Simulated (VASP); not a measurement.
Ga2O (antifluorite type), 3 atoms in the cell. It takes space group Fm-3m (No. 225, cubic). Conventional cell: a = 6.004 Å, b = 6.004 Å, c = 6.004 Å, α = 90.00°, β = 90.00°, γ = 90.00°. Ga (site symmetry -43m) has 4 O at 2.60 Å and 6 Ga at 3.00 Å within 3.4 Å. Within 3.4 Å of O (site symmetry m-3m) lie 8 Ga at 2.60 Å. 

| Quantity | Value |
| --- | --- |
| Program | VASP 6.6.1 |
| Task | single point |
| Functional | PBE |
| Potentials or basis | VASP PAW PBE potentials, release 64 (Ga_d, O) |
| Cutoff | 520 eV |
| k mesh | 32 × 32 × 32 |
| Occupations | fermi-dirac, width 0.0612256 eV |
| Spin | no spin polarisation |
| Dipole correction | no |
| Further INCAR settings | ALGO = Normal; EDIFF = 1e-06; NBANDS = 23 |

Potentials or basis: VASP PAW PBE potentials, release 64 (Ga_d, O).

The run is started by

```sh
$ cat potpaw_PBE.64/Ga_d/POTCAR potpaw_PBE.64/O/POTCAR > POTCAR
$ mpirun -np 1 vasp_std > vasp.out
```

Hardware: 1 thread of Oxide Virtual Turin-like Processor, on a shared host.

Task: How long does it take, and how much memory?

Result: Run time: 18 min on 1 thread of Oxide Virtual Turin-like Processor, on a shared host, peak memory 0.9 GiB. Counts: scf iterations 15, k points 897.
